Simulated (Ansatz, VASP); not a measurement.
One calculation of SiC, two programs

The input INCAR:

```
SYSTEM = SiC
  ALGO = Normal
  EDIFF = 1E-6
  ENCUT = 520
  GGA = PS
  ISIF = 2
  ISMEAR = 0
  LASPH = .TRUE.
  LCHARG = .FALSE.
  LREAL = .FALSE.
  LWAVE = .FALSE.
  NBANDS = 11
  NELM = 80
  PREC = Accurate
  SIGMA = 0.05
```

File KPOINTS:

```
k-points
0
G
  18 18 18
  0 0 0
```

POSCAR

```
SiC
1.0
    0.0000000000      1.9524633794      1.9524633794
    1.9524633794      0.0000000000      1.9524633794
    1.9524633794      1.9524633794      0.0000000000
Si C
1 1
Direct
    0.0000000000      0.0000000000      0.0000000000
    0.2500000000      0.2500000000      0.2500000000
```

Input for Ansatz:

```yaml
crystal:
  lattice:
    - [0.0, 1.9524633794, 1.9524633794]
    - [1.9524633794, 0.0, 1.9524633794]
    - [1.9524633794, 1.9524633794, 0.0]
  atoms:
    - { symbol: Si, position: [0.0, 0.0, 0.0] }
    - { symbol: C, position: [0.25, 0.25, 0.25] }
basis:
  ecutwfc: 420
  ecutrho_ratio: 4
kpoints:
  mp_grid: { grid: [18, 18, 18] }
hamiltonian:
  xc: pbesol
scf:
  occupations: { method: gaussian, width: 0.05 }
output:
  forces: true
  stress: true
  eigenvalues: true
```

Alike in both runs: task single point; functional PBEsol; k mesh 18 × 18 × 18; occupations gaussian, width 0.05 eV; no spin polarisation.

|  | VASP | Ansatz |
| --- | --- | --- |
| version | VASP 6.6.1 | Ansatz 0.2.0 |
| potentials or method | VASP PAW PBE potentials, release 64 (Si, C), cutoff 520 eV | scalar-relativistic, plane waves, PAW |
| valence electrons in the cell | 8 | 8 |

```csv
,VASP,Ansatz,Ansatz less VASP
gap on the k mesh at the Fermi level (eV),0.86,0.88,+0.013
least direct gap on the mesh (eV),4.69,4.71,+0.024
```

VASP's potentials were made for PBE, not for PBEsol.
